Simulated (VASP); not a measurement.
A run of VASP 6.6.1 is set up as follows.

Contents of POSCAR:

```
CdO
1.0
    0.0000000000      2.3804180193      2.3804180193
    2.3804180193      0.0000000000      2.3804180193
    2.3804180193      2.3804180193      0.0000000000
Cd O
1 1
Direct
    0.0000000000      0.0000000000      0.0000000000
    0.5000000000      0.5000000000      0.5000000000
```

The input INCAR.step1:

```
ALGO     = Normal         # electronic algorithm
EDIFF    = 1E-5           # SCF threshold, eV
ENCUT    = 660            # plane-wave cutoff, eV
GGA      = PE             # functional
GGA_COMPAT= F            
ISMEAR   = 0              # smearing method
LASPH    = T              # aspherical terms in the spheres
LCHARG   = F              # write CHGCAR
LREAL    = F              # projectors in reciprocal space
LWAVE    = T              # write WAVECAR
NBANDS   = 16             # bands
NELM     = 120            # most SCF steps
PREC     = Accurate       # precision mode
SIGMA    = 0.01           # smearing width, eV
```

The input INCAR.step2:

```
ALGO     = Normal         # electronic algorithm
EDIFF    = 1E-6           # SCF threshold, eV
ENCUT    = 660            # plane-wave cutoff, eV
GGA_COMPAT= F            
ISIF     = 2              # what is computed and relaxed
ISMEAR   = 0              # smearing method
ISTART   = 1            
LASPH    = T              # aspherical terms in the spheres
LCHARG   = T              # write CHGCAR
LELF     = T              # ELF
LMIXTAU  = T            
LREAL    = F              # projectors in reciprocal space
LVHAR    = T            
LWAVE    = F              # write WAVECAR
METAGGA  = R2SCAN         # meta-GGA
NBANDS   = 16             # bands
NELM     = 120            # most SCF steps
PREC     = Accurate       # precision mode
SIGMA    = 0.01           # smearing width, eV
```

The input KPOINTS:

```
k-points
0
Gamma
  8 8 8
```

Potentials or basis: VASP PAW PBE potentials, release 64 (Cd, O).

Launch:

```console
$ cat potpaw_PBE.64/Cd/POTCAR potpaw_PBE.64/O/POTCAR > POTCAR
$ cp INCAR.step1 INCAR
$ mpirun -np 1 vasp_std > vasp.out
$ cp INCAR.step2 INCAR
$ mpirun -np 1 vasp_std > vasp.out
```

Q: What does it give for the band gap on the k mesh?

A: Zero (filled and empty bands overlap).

Q: What does it give for the pressure?

A: -3.5 GPa.

Caveat: the cell stands under tension; semilocal functionals underestimate gaps, so a narrow gap can read as zero; the PAW data sets were made with another functional, which shifts forces and pressure a little.
